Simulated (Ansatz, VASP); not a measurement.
# Two plane-wave programs on Ti

INCAR

```
SYSTEM = Ti
PREC = Accurate
ENCUT = 520
EDIFF = 1E-7
ISMEAR = -1
SIGMA = 0.05
LREAL = .FALSE.
LASPH = .TRUE.
NELM = 100
ALGO = Fast
ISIF = 2
LWAVE = .FALSE.
LCHARG = .FALSE.
NBANDS = 19
```

The input KPOINTS:

```
regular mesh
0
G
  10 10 6
  0 0 0
```

File POSCAR:

```
Ti
1.0
    2.8897790207      0.0000000000      0.0000000000
   -1.4448895104      2.5026220433      0.0000000000
    0.0000000000      0.0000000000      4.5844629888
Ti
2
Direct
    0.6666666667      0.3333333333      0.7500000000
    0.3333333333      0.6666666667      0.2500000000
```

File input.yaml:

```yaml
crystal:
  lattice:
    - [2.8897790207, 0.0, 0.0]
    - [-1.4448895104, 2.5026220433, 0.0]
    - [0.0, 0.0, 4.5844629888]
  atoms:
    - { symbol: Ti, position: [0.6666666667, 0.3333333333, 0.75] }
    - { symbol: Ti, position: [0.3333333333, 0.6666666667, 0.25] }
hamiltonian:
  xc: lda
  pseudopotentials: { kind: paw }
kpoints:
  mp_grid: { grid: [10, 10, 6] }
scf:
  occupations: { method: fermi_dirac, width: 0.05 }
output:
  forces: true
  stress: true
  eigenvalues: true
  write_density: true
  write_potential: true
  elf: true
  volumetric_format: npy
```

Alike in both runs: task single point; functional LDA; k mesh 10 × 10 × 6; occupations fermi-dirac, width 0.05 eV; no spin polarisation.

|  | VASP | Ansatz |
| --- | --- | --- |
| version | VASP 6.6.1 | Ansatz 0.2.0 |
| potentials or method | VASP PAW LDA potentials, release 64 (Ti_sv) | Ansatz PAW |
| plane-wave cutoff (eV) | 520 | 420 |
| valence electrons in the cell | 24 | 24 |

|  | VASP | Ansatz | Ansatz less VASP |
| --- | --- | --- | --- |
| gap on the k mesh at the Fermi level (eV) | none | none | - |
| pressure (GPa) | -3.8 | -3.5 | +0.28 |
| traceless stress, the component that is largest in VASP (GPa) | -0.48 | -0.50 | -0.014 |

LDA's correlation is that of Perdew and Zunger in VASP and of Perdew and Wang (1992) in Ansatz. A gap of «none» marks a metal or a gap that the smearing closes.
